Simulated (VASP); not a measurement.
# ZnS (P6_3mc) in VASP: further runs

The runs below take ZnS through single point, with PBE.

All numbers are computed with VASP 6.6.1; they aren't measurements. Logs are shortened: lines on timing, memory, paths and dates and some standing lists are left out, and cuts for length are marked.

## (1) The cell of the first run

It takes space group P6_3mc (No. 186, hexagonal). Conventional cell: a = 3.847 Å, b = 3.847 Å, c = 12.779 Å, α = 90.00°, β = 90.00°, γ = 120.00°. Within 3.1 Å of Zn (site symmetry 3m) lie 4 S at 2.36 to 2.39 Å. Zn (site symmetry 3m) has 4 S at 2.36 to 2.40 Å within 3.1 Å. Within 3.1 Å of S (site symmetry 3m) lie 4 Zn at 2.36 to 2.39 Å. S (site symmetry 3m) has 4 Zn at 2.36 to 2.40 Å within 3.1 Å.

## (2) Single point, PBE (strain +0.000 along x and y, +0.015 along z)

INCAR

```
SYSTEM = ZnS
PREC = Accurate ; ENCUT = 520
EDIFF = 1E-6 ; ISMEAR = 0
SIGMA = 0.05 ; LREAL = .False.
LASPH = .True. ; NELM = 100
ALGO = Normal ; ISIF = 2
LWAVE = .False. ; LCHARG = .False.
GGA = PE ; NBANDS = 46
```

KPOINTS

```
regular mesh
0
Gamma
  12 12 2
  0 0 0
```

POSCAR

```
ZnS
1.0
    3.8467234434      0.0000000000      0.0000000000
   -1.9233617217      3.3313602233      0.0000000000
    0.0000000000      0.0000000000     12.7790783993
Zn S
4 4
Direct
    0.0000000000      0.0000000000      0.0000503469
    0.0000000000      0.0000000000      0.5000503469
    0.3333333333      0.6666666667      0.2500245137
    0.6666666667      0.3333333333      0.7500245137
    0.0000000000      0.0000000000      0.1872896978
    0.0000000000      0.0000000000      0.6872896978
    0.3333333333      0.6666666667      0.4376354415
    0.6666666667      0.3333333333      0.9376354415
```

Potentials or basis: VASP PAW PBE potentials, release 64 (Zn, S).

Launch:

```bash
$ cat potpaw_PBE.64/Zn/POTCAR potpaw_PBE.64/S/POTCAR > POTCAR
$ mpirun -np 1 vasp_std > vasp.out
```

OUTCAR:

```text
SYSTEM = ZnS
   PREC = Accurate
   ENCUT = 520
   EDIFF = 1E-6
   ISMEAR = 0
   LREAL = .False.
   LASPH = .True.
   NELM = 100
   ISIF = 2
   GGA = PE

 ion  position               nearest neighbor table
   1  0.000  0.000  0.000-   8 2.36   8 2.36   8 2.36   5 2.39
   2  0.000  0.000  0.500-   7 2.36   7 2.36   7 2.36   6 2.39
   3  0.333  0.667  0.250-   5 2.36   5 2.36   5 2.36   7 2.40
   4  0.667  0.333  0.750-   6 2.36   6 2.36   6 2.36   8 2.40
   5  0.000  0.000  0.187-   3 2.36   3 2.36   3 2.36   1 2.39
   6  0.000  0.000  0.687-   4 2.36   4 2.36   4 2.36   2 2.39
   7  0.333  0.667  0.438-   2 2.36   2 2.36   2 2.36   3 2.40
   8  0.667  0.333  0.938-   1 2.36   1 2.36   1 2.36   4 2.40

  LATTYP: Found a hexagonal cell.
 ALAT       =     3.8467234434
 C/A-ratio  =     3.3220684012

  Lattice vectors:

 A1 = (   3.8467234434,   0.0000000000,   0.0000000000)
 A2 = (  -1.9233617217,   3.3313602233,   0.0000000000)
 A3 = (   0.0000000000,   0.0000000000,  12.7790783993)

Analysis of symmetry for initial positions (statically):
=====================================================================
 Subroutine PRICEL returns:
 Original cell was already a primitive cell.

 Routine SETGRP: Setting up the symmetry group for a
 hexagonal supercell.

 Subroutine GETGRP returns: Found 12 space group operations
 (whereof  6 operations were pure point group operations)
 out of a pool of 24 trial point group operations.

The static configuration has the point symmetry C_3v.
 The point group associated with its full space group is C_6v.

Analysis of symmetry for dynamics (positions and initial velocities):
=====================================================================
 Subroutine PRICEL returns:
 Original cell was already a primitive cell.

 Routine SETGRP: Setting up the symmetry group for a
 hexagonal supercell.

 Subroutine GETGRP returns: Found 12 space group operations
 (whereof  6 operations were pure point group operations)
 out of a pool of 24 trial point group operations.

The dynamic configuration has the point symmetry C_3v.
 The point group associated with its full space group is C_6v.

 Subroutine INISYM returns: Found 12 space group operations
 (whereof  6 operations are pure point group operations),
 and found     1 'primitive' translations

----------------------------------------------------------------------------------------

                                     Primitive cell

  volume of cell :     163.7616

  direct lattice vectors                    reciprocal lattice vectors
     3.846723443  0.000000000  0.000000000     0.259961501  0.150088843  0.000000000
    -1.923361722  3.331360223  0.000000000     0.000000000  0.300177685  0.000000000
     0.000000000  0.000000000 12.779078399     0.000000000  0.000000000  0.078252904

  length of vectors
     3.846723443  3.846723443 12.779078399     0.300177685  0.300177685  0.078252904

  position of ions in fractional coordinates (direct lattice)
     0.000000000  0.000000000  0.000050347
     0.000000000  0.000000000  0.500050347
     0.333333333  0.666666667  0.250024514
     0.666666667  0.333333333  0.750024514
     0.000000000  0.000000000  0.187289698
     0.000000000  0.000000000  0.687289698
     0.333333333  0.666666667  0.437635441
     0.666666667  0.333333333  0.937635441

  ion indices of the primitive-cell ions
   primitive index   ion index
                 1           1
                 2           2
                 3           3
                 4           4
                 5           5
                 6           6
                 7           7
                 8           8

----------------------------------------------------------------------------------------

 KPOINTS: regular mesh

Automatic generation of k-mesh.
 Grid dimensions read from file:
 generate k-points for:   12   12    2

 Generating k-lattice:

  Cartesian coordinates                     Fractional coordinates (reciprocal lattice)
     0.021663458  0.012507404  0.000000000     0.083333333  0.000000000  0.000000000
     0.000000000  0.025014807  0.000000000     0.000000000  0.083333333  0.000000000
     0.000000000  0.000000000  0.039126452     0.000000000  0.000000000  0.500000000

  Length of vectors
     0.025014807  0.025014807  0.039126452

  Shift w.r.t. Gamma in fractional coordinates (k-lattice)
     0.000000000  0.000000000  0.000000000

 Subroutine IBZKPT returns following result:
 ===========================================

 Found     38 irreducible k-points:

 Following reciprocal coordinates:
            Coordinates               Weight
  0.000000  0.000000  0.000000      1.000000
  0.083333 -0.000000  0.000000      6.000000
  0.166667 -0.000000  0.000000      6.000000
  0.250000 -0.000000  0.000000      6.000000
  0.333333 -0.000000  0.000000      6.000000
  0.416667 -0.000000  0.000000      6.000000
[... 16 lines left out ...]
  0.250000 -0.000000  0.500000      6.000000
  0.333333 -0.000000  0.500000      6.000000
 [... further k-points ...]
   k-points           NKPTS =     38   k-points in BZ     NKDIM =     38   number of bands    NBANDS=     46
   number of dos      NEDOS =    301   number of ions     NIONS =      8
   total plane-waves  NPLWV =  86400
   dimension x,y,z NGX =    30 NGY =   30 NGZ =   96
   dimension x,y,z NGXF=    60 NGYF=   60 NGZF=  192
   ions per type =               4   4
   NGX,Y,Z   is equivalent  to a cutoff of  12.97, 12.97, 12.49 a.u.
   NGXF,Y,Z  is equivalent  to a cutoff of  25.93, 25.93, 24.98 a.u.
 SYSTEM =  ZnS
   PREC   = accura    normal or accurate (medium, high low for compatibility)
   ISTART =      0    job   : 0-new  1-cont  2-samecut
   ICHARG =      2    charge: 1-file 2-atom 10-const
   ISPIN  =      1    spin polarized calculation?
   LNONCOLLINEAR =      F non collinear calculations
   LSORBIT =      F    spin-orbit coupling
   LASPH  =      T    aspherical Exc in radial PAW
   ENCUT  =  520.0 eV  38.22 Ry    6.18 a.u.   7.15  7.15 23.76*2*pi/ulx,y,z
   NELM   =    100;   NELMIN=  2; NELMDL= -5     # of ELM steps
   EDIFF  = 0.1E-05   stopping-criterion for ELM
   LREAL  =      F    real-space projection
   EDIFFG = 0.1E-04   stopping-criterion for IOM
   NSW    =      0    number of steps for IOM
   IBRION =     -1    ionic relax: 0-MD 1-quasi-New 2-CG
   NFREE  =      0    steps in history (QN), initial steepest desc. (CG)
   ISIF   =      2    stress and relaxation
   ISYM   =      2    0-nonsym 1-usesym 2-fastsym
   POTIM  = 0.5000    time-step for ionic-motion
   TEBEG  =    0.0;   TEEND  =   0.0 temperature during run
   PSTRESS=    0.0 pullay stress
   NELECT =      72.0000    total number of electrons
   NUPDOWN=      -1.0000    fix difference up-down
   EMIN   =  10.00;   EMAX   =-10.00  energy-range for DOS
   EFERMI =   0.00;   METHOD = LEGACY
   ISMEAR =     0;   SIGMA  =   0.05  broadening in eV -4-tet -1-fermi 0-gaus
   EFERMI_NEDOS =   21; number of points for ismear=-14 and -15
   IALGO  =     38    algorithm
   IMIX   =      4    mixing-type and parameters
     AMIX     =   0.40;   BMIX     =  1.00
     AMIX_MAG =   1.60;   BMIX_MAG =  1.00
  volume/ion in A,a.u.               =      20.47       138.14
  Fermi-wavevector in a.u.,A,eV,Ry     =   1.244844  2.352414 21.084089  1.549637
  Thomas-Fermi vector in A             =   2.379093
   LORBIT       =      0    0 simple, 1 ext, 2 COOP (PROOUT), +10 PAW based schemes
   GGA     = PE    functional components
   LHFCALC =     F    Hartree Fock is set to
   AEXX    =    0.0000 exact exchange contribution
   IVDW    =     0    specifies the selected vdW correction
   LEPSILON=     F    determine dielectric tensor
   LRPA    =     F    only Hartree local field effects (RPA)
 non-spin polarized calculation
 Gauss-broadening in eV      SIGMA  =   0.05
  energy-cutoff  :      520.00
  volume of cell :      163.76
 maximum number of plane-waves:      4437
 NGX is ok and might be reduce to    30
   NGX = 15   NGY = 15   NGZ = 47

 number of electron      72.0000114 magnetization

 Free energy of the ion-electron system (eV)
  ---------------------------------------------------
  ext. energy  EPLUGINS =         0.00000000
  ---------------------------------------------------
  free energy    TOTEN  =       -27.38535716 eV

  energy without entropy =      -27.38535716  energy(sigma->0) =      -27.38535716

 E-fermi :   2.0009     XC(G=0):  -9.4545

 val. band max:        1.7948012331   @ k =   0.0000   0.0000   0.0000
 cond. band min:       3.7566795753   @ k =   0.0000   0.0000   0.0000
 fundamental gap:      1.9618783422
 Fermi energy:         2.0008623905

 k-point     1 :       0.0000    0.0000    0.0000
  band No.  band energies     occupation
      1     -11.1242      2.00000
      2     -10.7467      2.00000
      3     -10.7393      2.00000
      4     -10.2939      2.00000
      5      -4.4236      2.00000
      6      -4.4236      2.00000
[... 38 lines left out ...]
     45       8.5186      0.00000
     46       8.5196      0.00000

 k-point     2 :       0.0833   -0.0000    0.0000
  band No.  band energies     occupation
      1     -11.0794      2.00000
      2     -10.7093      2.00000
      3     -10.7019      2.00000
      4     -10.2677      2.00000
      5      -4.4260      2.00000
      6      -4.4145      2.00000
[... 38 lines left out ...]
     45       8.3413      0.00000
     46       8.7192      0.00000

 k-point     3 :       0.1667   -0.0000    0.0000
  band No.  band energies     occupation
      1     -10.9513      2.00000
      2     -10.6042      2.00000
      3     -10.5967      2.00000
      4     -10.1968      2.00000
      5      -4.4318      2.00000
      6      -4.4086      2.00000
[... 1018 lines left out ...]
     45       9.1699      0.00000
     46       9.1780      0.00000

 k-point    24 :       0.3333   -0.0000    0.5000
  band No.  band energies     occupation
      1     -10.4672      2.00000
      2     -10.4672      2.00000
      3     -10.0996      2.00000
      4     -10.0996      2.00000
      5      -4.4138      2.00000
      6      -4.4138      2.00000
[... 38 lines left out ...]
     45       9.2870      0.00000
     46       9.2870      0.00000

 [... further k-points ...]
[... 5 lines left out ...]
  --------------------------------------------------------------------------------------
  -------------------------------------------------------------------------------------
  Total       -0.2320745     -0.2320745     -2.0823715      0.0000000      0.0000000      0.0000000
  in kB       -2.2705228     -2.2705228    -20.3730803      0.0000000      0.0000000      0.0000000
  external PRESSURE =      -8.3047086 kB  Pullay stress =       0.0000000 kB

 VOLUME and BASIS-vectors are now :
 -----------------------------------------------------------------------------
  energy-cutoff  :      520.00
  volume of cell :      163.76
      direct lattice vectors                 reciprocal lattice vectors
     3.846723443  0.000000000  0.000000000     0.259961501  0.150088843  0.000000000
    -1.923361722  3.331360223  0.000000000     0.000000000  0.300177685  0.000000000
     0.000000000  0.000000000 12.779078399     0.000000000  0.000000000  0.078252904

 POSITION                                       TOTAL-FORCE (eV/Angst)
 -----------------------------------------------------------------------------------
      0.00000      0.00000      0.00064        -0.000000     -0.000000      0.074060
      0.00000      0.00000      6.39018         0.000000     -0.000000      0.074060
     -0.00000      2.22091      3.19508         0.000000     -0.000000      0.071432
      1.92336      1.11045      9.58462        -0.000000     -0.000000      0.071432
      0.00000      0.00000      2.39339        -0.000000     -0.000000     -0.071752
      0.00000      0.00000      8.78293         0.000000     -0.000000     -0.071752
     -0.00000      2.22091      5.59258         0.000000     -0.000000     -0.073741
      1.92336      1.11045     11.98212        -0.000000      0.000000     -0.073741
 -----------------------------------------------------------------------------------
    total drift:                               -0.000000     -0.000000     -0.001252

  FREE ENERGIE OF THE ION-ELECTRON SYSTEM (eV)
  ---------------------------------------------------
  free  energy   TOTEN  =       -27.3853571576 eV

  energy  without entropy=      -27.3853571576  energy(sigma->0) =      -27.38535716
```

Wall time 3.1 min (1 thread of Intel Xeon 6975P-C (Granite Rapids), shared host); peak memory 0.4 GiB.

Results:

- Free energy: -27.3854 eV
- Pressure: -0.8 GPa
- Largest force: 0.074 eV/Å
- Band gap on the k mesh: 1.96 eV, direct

Forces in eV/Å, atoms in the order of the input:
```
Zn   0.000  0.000  0.074
Zn   0.000  0.000  0.074
Zn   0.000  0.000  0.071
Zn   0.000  0.000  0.071
S    0.000  0.000 -0.072
S    0.000  0.000 -0.072
S    0.000  0.000 -0.074
S    0.000  0.000 -0.074
```

Stress tensor (GPa, compression positive):
```
-0.23  0.00  0.00
 0.00 -0.23  0.00
 0.00  0.00 -2.04
```

Caveat: the cell differs from its parent crystal (strain +0.000 along x and y, +0.015 along z).

## (3) Single point, PBE (strain +0.030 along x and y, -0.030 along z)

INCAR

```
PREC = Accurate
ENCUT = 520
EDIFF = 1E-6
ISMEAR = 0
SIGMA = 0.05
LREAL = F
LASPH = T
NELM = 60
ALGO = Normal
ISIF = 2
LWAVE = F
LCHARG = F
GGA = PE
NBANDS = 46
```

KPOINTS

```
regular mesh
0
Gamma
  12 12 2
```

Changes to POSCAR since step 2:

```diff
@@ -2,5 +2,5 @@
 1.0
-    3.8467234434      0.0000000000      0.0000000000
-   -1.9233617217      3.3313602233      0.0000000000
-    0.0000000000      0.0000000000     12.7790783993
+    3.9621251467      0.0000000000      0.0000000000
+   -1.9810625733      3.4313010300      0.0000000000
+    0.0000000000      0.0000000000     12.2125182732
 Zn S
```

Potentials or basis: VASP PAW PBE potentials, release 64 (Zn, S).

Launch:

```bash
$ cat potpaw_PBE.64/Zn/POTCAR potpaw_PBE.64/S/POTCAR > POTCAR
$ mpirun -np 1 vasp_std > vasp.out
```

Run time: 3.1 min. Hardware: 1 thread of Intel Xeon 6975P-C (Granite Rapids), shared host; peak memory 0.4 GiB.

It converged, with:

```yaml
Free_energy: -27.2248 eV
Pressure: -1.3 GPa
Largest_force: 0.382 eV/Å
Band_gap_on_the_k_mesh: 1.87 eV, direct
```

Forces in eV/Å, atoms in the order of the input:
```
Zn   0.000  0.000 -0.382
Zn   0.000  0.000 -0.382
Zn   0.000  0.000 -0.369
Zn   0.000  0.000 -0.369
S    0.000  0.000  0.368
S    0.000  0.000  0.368
S    0.000  0.000  0.382
S    0.000  0.000  0.382
```

Stress tensor (GPa, compression positive):
```
-3.81  0.00  0.00
 0.00 -3.81  0.00
 0.00  0.00  3.75
```

Levels at points of the mesh, in eV from the valence-band top:
```tsv
k point	band 33	band 34	band 35	band 36	band 37	band 38	band 39	band 40
(0.00, 0.00, 0.00)	-0.61	-0.11	-0.11	0.00	1.87	2.69	2.97	3.28
(0.50, 0.00, 0.00)	-1.59	-1.34	-0.98	-0.79	3.27	3.40	3.55	4.20
(0.00, 0.00, 0.50)	-0.27	-0.27	-0.27	-0.27	2.67	2.67	2.86	2.86
(0.50, 0.00, 0.50)	-1.39	-1.39	-1.05	-1.05	3.55	3.55	3.93	3.93
```

Caveat: the cell differs from its parent crystal (strain +0.030 along x and y, -0.030 along z). A k mesh can miss the band edges.
